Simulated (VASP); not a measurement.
# AlNi (P4/mmm) in VASP: further runs

AlNi is run at these levels: PBE; tasks: single point.

Everything below comes from runs of VASP 6.6.1. Logs are shortened: lines on timing, memory, paths and dates and some standing lists are left out, and cuts for length are marked.

### 1 The cell of the first run

The structure is tetragonal, space group P4/mmm (No. 123). Conventional cell: a = 2.985 Å, b = 2.985 Å, c = 2.900 Å, α = 90.00°, β = 90.00°, γ = 90.00°. Within 3.4 Å of Al (site symmetry 4/mmm) lie 8 Ni at 2.56 Å and 6 Al at 2.90 to 2.99 Å. Within 3.4 Å of Ni (site symmetry 4/mmm) lie 8 Al at 2.56 Å and 6 Ni at 2.90 to 2.99 Å.

### 2 Single point, PBE

The input, INCAR:

```
SYSTEM = AlNi
  ALGO = Fast
  EDIFF = 1E-7
  ENCUT = 520
  GGA = PE
  ISIF = 2
  ISMEAR = 0
  LASPH = .TRUE.
  LCHARG = .FALSE.
  LREAL = .FALSE.
  LWAVE = .FALSE.
  NBANDS = 14
  NELM = 80
  PREC = Accurate
  SIGMA = 0.15
```

The input, KPOINTS:

```
k-points
0
G
  16 16 16
  0 0 0
```

The input, POSCAR:

```
AlNi
1.0
    2.1107312062     -2.1106962774      0.0000000000
    2.1107312062      2.1106962774      0.0000000000
    0.0000000000      0.0000000000      2.9004437058
Al Ni
1 1
Direct
    0.0000000000      0.0000000000      0.0000000000
    0.5000000000      0.5000000000      0.5000000000
```

Potentials or basis: VASP PAW PBE potentials, release 64 (Al, Ni).

On the command line:

```
cat potpaw_PBE.64/Al/POTCAR potpaw_PBE.64/Ni/POTCAR > POTCAR
mpirun -np 1 vasp_std > vasp.out
```

OUTCAR:

```text
SYSTEM = AlNi
   EDIFF = 1E-7
   ENCUT = 520
   GGA = PE
   ISIF = 2
   ISMEAR = 0
   LASPH = .TRUE.
   LREAL = .FALSE.
   NELM = 80
   PREC = Accurate

 ion  position               nearest neighbor table
   1  0.000  0.000  0.000-   2 2.56   2 2.56   2 2.56   2 2.56   2 2.56   2 2.56   2 2.56   2 2.56

   2  0.500  0.500  0.500-   1 2.56   1 2.56   1 2.56   1 2.56   1 2.56   1 2.56   1 2.56   1 2.56

  LATTYP: Found a base centered orthorhombic cell.
 ALAT       =     4.2213925548
 B/A-ratio  =     1.0000165485
 C/A-ratio  =     0.6870822053

  Lattice vectors:

 A1 = (  -2.1107312062,  -2.1106962774,   0.0000000000)
 A2 = (   2.1107312062,  -2.1106962774,   0.0000000000)
 A3 = (   0.0000000000,   0.0000000000,   2.9004437058)

Analysis of symmetry for initial positions (statically):
=====================================================================
 Subroutine PRICEL returns:
 Original cell was already a primitive cell.

 Routine SETGRP: Setting up the symmetry group for a
 base centered orthorhombic supercell.

 Subroutine GETGRP returns: Found  8 space group operations
 (whereof  8 operations were pure point group operations)
 out of a pool of  8 trial point group operations.

The static configuration has the point symmetry D_2h.

Analysis of symmetry for dynamics (positions and initial velocities):
=====================================================================
 Subroutine PRICEL returns:
 Original cell was already a primitive cell.

 Routine SETGRP: Setting up the symmetry group for a
 base centered orthorhombic supercell.

 Subroutine GETGRP returns: Found  8 space group operations
 (whereof  8 operations were pure point group operations)
 out of a pool of  8 trial point group operations.

The dynamic configuration has the point symmetry D_2h.

 Subroutine INISYM returns: Found  8 space group operations
 (whereof  8 operations are pure point group operations),
 and found     1 'primitive' translations

----------------------------------------------------------------------------------------

                                     Primitive cell

  volume of cell :      25.8436

  direct lattice vectors                    reciprocal lattice vectors
     2.110731206 -2.110696277  0.000000000     0.236884734 -0.236888654  0.000000000
     2.110731206  2.110696277  0.000000000     0.236884734  0.236888654  0.000000000
     0.000000000  0.000000000  2.900443706     0.000000000  0.000000000  0.344774835

  length of vectors
     2.985000000  2.985000000  2.900443706     0.335008375  0.335008375  0.344774835

  position of ions in fractional coordinates (direct lattice)
     0.000000000  0.000000000  0.000000000
     0.500000000  0.500000000  0.500000000

  ion indices of the primitive-cell ions
   primitive index   ion index
                 1           1
                 2           2

----------------------------------------------------------------------------------------

 KPOINTS: k-points

Automatic generation of k-mesh.
 Grid dimensions read from file:
 generate k-points for:   16   16   16

 Generating k-lattice:

  Cartesian coordinates                     Fractional coordinates (reciprocal lattice)
     0.014805296 -0.014805541  0.000000000     0.062500000  0.000000000  0.000000000
     0.014805296  0.014805541  0.000000000     0.000000000  0.062500000  0.000000000
     0.000000000  0.000000000  0.021548427     0.000000000  0.000000000  0.062500000

  Length of vectors
     0.020938023  0.020938023  0.021548427

  Shift w.r.t. Gamma in fractional coordinates (k-lattice)
     0.000000000  0.000000000  0.000000000

 Subroutine IBZKPT returns following result:
 ===========================================

 Found    657 irreducible k-points:

 Following reciprocal coordinates:
            Coordinates               Weight
  0.000000  0.000000  0.000000      1.000000
  0.062500 -0.000000  0.000000      4.000000
  0.125000 -0.000000  0.000000      4.000000
  0.187500 -0.000000  0.000000      4.000000
  0.250000 -0.000000  0.000000      4.000000
  0.312500  0.000000  0.000000      4.000000
[... 16 lines left out ...]
 -0.125000  0.062500  0.000000      4.000000
 -0.062500  0.062500  0.000000      2.000000
 [... further k-points ...]
   k-points           NKPTS =    657   k-points in BZ     NKDIM =    657   number of bands    NBANDS=     14
   number of dos      NEDOS =    301   number of ions     NIONS =      2
   total plane-waves  NPLWV =  13824
   dimension x,y,z NGX =    24 NGY =   24 NGZ =   24
   dimension x,y,z NGXF=    48 NGYF=   48 NGZF=   48
   ions per type =               1   1
   NGX,Y,Z   is equivalent  to a cutoff of  13.37, 13.37, 13.76 a.u.
   NGXF,Y,Z  is equivalent  to a cutoff of  26.73, 26.73, 27.51 a.u.
 SYSTEM =  AlNi
   PREC   = accura    normal or accurate (medium, high low for compatibility)
   ISTART =      0    job   : 0-new  1-cont  2-samecut
   ICHARG =      2    charge: 1-file 2-atom 10-const
   ISPIN  =      1    spin polarized calculation?
   LNONCOLLINEAR =      F non collinear calculations
   LSORBIT =      F    spin-orbit coupling
   LASPH  =      T    aspherical Exc in radial PAW
   ENCUT  =  520.0 eV  38.22 Ry    6.18 a.u.   5.55  5.55  5.39*2*pi/ulx,y,z
   NELM   =     80;   NELMIN=  2; NELMDL= -5     # of ELM steps
   EDIFF  = 0.1E-06   stopping-criterion for ELM
   LREAL  =      F    real-space projection
   EDIFFG = 0.1E-05   stopping-criterion for IOM
   NSW    =      0    number of steps for IOM
   IBRION =     -1    ionic relax: 0-MD 1-quasi-New 2-CG
   NFREE  =      0    steps in history (QN), initial steepest desc. (CG)
   ISIF   =      2    stress and relaxation
   ISYM   =      2    0-nonsym 1-usesym 2-fastsym
   POTIM  = 0.5000    time-step for ionic-motion
   TEBEG  =    0.0;   TEEND  =   0.0 temperature during run
   PSTRESS=    0.0 pullay stress
   NELECT =      13.0000    total number of electrons
   NUPDOWN=      -1.0000    fix difference up-down
   EMIN   =  10.00;   EMAX   =-10.00  energy-range for DOS
   EFERMI =   0.00;   METHOD = LEGACY
   ISMEAR =     0;   SIGMA  =   0.15  broadening in eV -4-tet -1-fermi 0-gaus
   EFERMI_NEDOS =   21; number of points for ismear=-14 and -15
   IALGO  =     68    algorithm
   IMIX   =      4    mixing-type and parameters
     AMIX     =   0.40;   BMIX     =  1.00
     AMIX_MAG =   1.60;   BMIX_MAG =  1.00
  volume/ion in A,a.u.               =      12.92        87.20
  Fermi-wavevector in a.u.,A,eV,Ry     =   1.301982  2.460389 23.064006  1.695157
  Thomas-Fermi vector in A             =   2.433080
   LORBIT       =      0    0 simple, 1 ext, 2 COOP (PROOUT), +10 PAW based schemes
   GGA     = PE    functional components
   LHFCALC =     F    Hartree Fock is set to
   AEXX    =    0.0000 exact exchange contribution
   IVDW    =     0    specifies the selected vdW correction
   LEPSILON=     F    determine dielectric tensor
   LRPA    =     F    only Hartree local field effects (RPA)
 non-spin polarized calculation
 RMM-DIIS sequential band-by-band and
 Gauss-broadening in eV      SIGMA  =   0.15
  energy-cutoff  :      520.00
  volume of cell :       25.84
 maximum number of plane-waves:       723
 NGX is ok and might be reduce to    24
   NGX = 11   NGY = 11   NGZ = 11

 number of electron      12.9999994 magnetization

 Free energy of the ion-electron system (eV)
  ---------------------------------------------------
  ext. energy  EPLUGINS =         0.00000000
  ---------------------------------------------------
  free energy    TOTEN  =       -10.49264727 eV

  energy without entropy =      -10.48273627  energy(sigma->0) =      -10.48769177

 E-fermi :   9.0393     XC(G=0): -11.6806

 val. band max:        9.0308916367   @ k =  -0.4375   0.3750   0.4375
 cond. band min:       9.0604291789   @ k =  -0.3125   0.1250   0.0000
 fundamental gap:      0.0295375422
 Fermi energy:         9.0393200855

 k-point     1 :       0.0000    0.0000    0.0000
  band No.  band energies     occupation
      1      -1.5487      2.00000
      2       6.1530      2.00000
      3       6.1724      2.00000
      4       7.6009      2.00000
      5       7.6746      2.00000
      6       7.6746      2.00000
      7      13.8968      0.00000
      8      13.8969      0.00000
      9      14.8758      0.00000
     10      16.7972      0.00000
     11      16.9827      0.00000
     12      21.4840      0.00000
     13      28.6576      0.00000
     14      29.2994      0.00000

 k-point     2 :       0.0625   -0.0000    0.0000
  band No.  band energies     occupation
      1      -1.4819      2.00000
      2       6.1476      2.00000
      3       6.1836      2.00000
      4       7.5720      2.00000
      5       7.6500      2.00000
      6       7.6773      2.00000
      7      13.1981      0.00000
      8      13.9871      0.00000
      9      14.9615      0.00000
     10      16.9224      0.00000
     11      17.5192      0.00000
     12      21.6996      0.00000
     13      27.7813      0.00000
     14      28.5051      0.00000

 k-point     3 :       0.1250   -0.0000    0.0000
  band No.  band energies     occupation
      1      -1.2820      2.00000
      2       6.1092      2.00000
      3       6.2234      2.00000
      4       7.4924      2.00000
      5       7.5817      2.00000
      6       7.6849      2.00000
      7      11.9233      0.00000
      8      14.2513      0.00000
      9      15.2136      0.00000
     10      16.9517      0.00000
     11      18.5905      0.00000
     12      22.4176      0.00000
     13      26.3182      0.00000
     14      27.0968      0.00000
[... 324 lines left out ...]
 k-point    23 :      -0.1250    0.0625    0.0000
  band No.  band energies     occupation
      1      -1.2157      2.00000
      2       6.1229      2.00000
      3       6.2209      2.00000
      4       7.4578      2.00000
      5       7.5835      2.00000
      6       7.6625      2.00000
      7      11.9863      0.00000
      8      13.5426      0.00000
      9      15.2975      0.00000
     10      17.4987      0.00000
     11      18.7933      0.00000
     12      22.5762      0.00000
     13      25.4574      0.00000
     14      27.1310      0.00000

 k-point    24 :      -0.0625    0.0625    0.0000
  band No.  band energies     occupation
      1      -1.4152      2.00000
      2       6.1507      2.00000
      3       6.1877      2.00000
      4       7.5415      2.00000
      5       7.6469      2.00000
      6       7.6588      2.00000
      7      13.1738      0.00000
      8      13.3933      0.00000
      9      15.0468      0.00000
     10      17.3835      0.00000
     11      17.7420      0.00000
     12      21.9012      0.00000
     13      26.9038      0.00000
     14      28.5329      0.00000

 [... further k-points ...]

------------------------ aborting loop because EDIFF is reached ----------------------------------------

  FORCE on cell =-STRESS in cart. coord.  units (eV):
  Direction    XX          YY          ZZ          XY          YZ          ZX
  --------------------------------------------------------------------------------------
  -------------------------------------------------------------------------------------
  Total       -1.5660120     -1.5655157     -1.2444551     -0.0000000      0.0000000      0.0000000
  in kB      -97.0850964    -97.0543237    -77.1501342     -0.0000000      0.0000000      0.0000000
  external PRESSURE =     -90.4298514 kB  Pullay stress =       0.0000000 kB

 VOLUME and BASIS-vectors are now :
 -----------------------------------------------------------------------------
  energy-cutoff  :      520.00
  volume of cell :       25.84
      direct lattice vectors                 reciprocal lattice vectors
     2.110731206 -2.110696277  0.000000000     0.236884734 -0.236888654  0.000000000
     2.110731206  2.110696277  0.000000000     0.236884734  0.236888654  0.000000000
     0.000000000  0.000000000  2.900443706     0.000000000  0.000000000  0.344774835

 POSITION                                       TOTAL-FORCE (eV/Angst)
 -----------------------------------------------------------------------------------
      0.00000      0.00000      0.00000        -0.000000      0.000000      0.000000
      2.11073      0.00000      1.45022         0.000000      0.000000      0.000000
 -----------------------------------------------------------------------------------
    total drift:                                0.000000     -0.000000     -0.000000

  FREE ENERGIE OF THE ION-ELECTRON SYSTEM (eV)
  ---------------------------------------------------
  free  energy   TOTEN  =       -10.4926472711 eV

  energy  without entropy=      -10.4827362737  energy(sigma->0) =      -10.48769177
```

Wall time 2.3 min (1 thread of Intel Xeon 6975P-C, shared host); peak memory 0.35 GiB.

What came out:

| Quantity | Value |
| --- | --- |
| Free energy | -10.4926 eV |
| Pressure | -9.0 GPa |
| Band gap on the k mesh | zero (an odd number of electrons rules out a gap without spin polarisation) |

Stress tensor (GPa, compression positive):
```
-9.71  0.00  0.00
 0.00 -9.71  0.00
 0.00  0.00 -7.72
```

Levels at points of the mesh, in eV from the Fermi level:
```
           k point  band 3  band 4  band 5  band 6  band 7  band 8  band 9  band 10  band 11  band 12
(0.00, 0.00, 0.00)   -2.87   -1.44   -1.36   -1.36    4.86    4.86    5.84     7.76     7.94    12.44
(0.50, 0.00, 0.00)   -2.47   -2.08   -1.93   -1.29   -0.67    8.15    9.30     9.78    10.23    10.59
(0.50, 0.50, 0.00)   -2.79   -2.79   -1.79   -1.79   -0.96    1.18    1.96    11.88    14.93    15.16
(0.00, 0.00, 0.50)   -2.43   -2.07   -2.07   -1.35   -0.48    8.19    9.42     9.42    10.06    10.06
(0.50, 0.00, 0.50)   -2.69   -2.54   -1.91   -1.88   -0.90    1.44    2.18    11.22    14.19    14.37
(0.50, 0.50, 0.50)   -3.72   -0.93   -0.86    2.05    2.05    2.10    3.03     3.92     4.21     4.22
```

Caveat: the cell stands under tension.

### 3 Single point, PBE

This run uses another cell than the first one, of 12.99 Å³/atom.

The input, INCAR:

```
SYSTEM = AlNi
PREC     = Accurate       ! precision mode
ENCUT    = 520            ! plane-wave cutoff, eV
EDIFF    = 1E-6           ! SCF threshold, eV
ISMEAR   = 0              ! smearing method
SIGMA    = 0.15           ! smearing width, eV
LREAL    = .False.        ! projectors in reciprocal space
LASPH    = .True.         ! aspherical terms in the spheres
NELM     = 60             ! most SCF steps
ALGO     = Fast           ! electronic algorithm
ISIF     = 2              ! what is computed and relaxed
LWAVE    = .False.        ! write WAVECAR
LCHARG   = .False.        ! write CHGCAR
GGA      = PE             ! functional
NBANDS   = 14             ! bands
```

The input, KPOINTS:

```
regular mesh
0
Gamma
  16 16 16
  0 0 0
```

The input, POSCAR:

```
AlNi
1.0
    2.1447433238     -2.1447078321      0.0000000000
    2.1447433238      2.1447078321      0.0000000000
    0.0000000000      0.0000000000      2.8231000000
Al Ni
1 1
Direct
    0.0000000000      0.0000000000      0.0000000000
    0.5000000000      0.5000000000      0.5000000000
```

Potentials or basis: VASP PAW PBE potentials, release 64 (Al, Ni).

On the command line:

```
cat potpaw_PBE.64/Al/POTCAR potpaw_PBE.64/Ni/POTCAR > POTCAR
mpirun -np 1 vasp_std > vasp.out
```

It took 1.9 min on 1 thread of Intel Xeon 6975P-C, shared host; peak memory 0.35 GiB.

The run converged. Its results:

| Property | Result |
| --- | --- |
| Free energy | -10.4691 eV |
| Pressure | -9.4 GPa |
| Band gap on the k mesh | zero (an odd number of electrons rules out a gap without spin polarisation) |

Stress tensor (GPa, compression positive):
```
-11.06   0.00   0.00
  0.00 -11.06   0.00
  0.00   0.00  -5.96
```

Levels at points of the mesh, in eV from the Fermi level:
| k point | band 4 | band 5 | band 6 | band 7 | band 8 | band 9 | band 10 | band 11 |
| --- | --- | --- | --- | --- | --- | --- | --- | --- |
| (0.00, 0.00, 0.00) | -1.50 | -1.32 | -1.32 | 4.37 | 4.37 | 6.84 | 7.56 | 7.84 |
| (0.50, 0.00, 0.00) | -2.15 | -1.78 | -1.26 | -0.76 | 7.99 | 8.77 | 9.22 | 11.13 |
| (0.50, 0.50, 0.00) | -2.95 | -1.67 | -1.67 | -1.01 | 0.91 | 1.71 | 12.55 | 15.20 |
| (0.00, 0.00, 0.50) | -2.14 | -2.14 | -1.39 | -0.30 | 8.21 | 9.07 | 9.07 | 9.91 |
| (0.50, 0.00, 0.50) | -2.32 | -1.98 | -1.90 | -0.90 | 1.60 | 2.26 | 10.89 | 13.67 |
| (0.50, 0.50, 0.50) | -0.97 | -0.83 | 2.06 | 2.06 | 2.16 | 3.01 | 3.60 | 4.33 |

Caveat: the stress differs along the axes, from -11 to -6 GPa.

[end of part 1 of 2]

The gap in the log of VASP goes by the Fermi energy; the results here count the filled bands.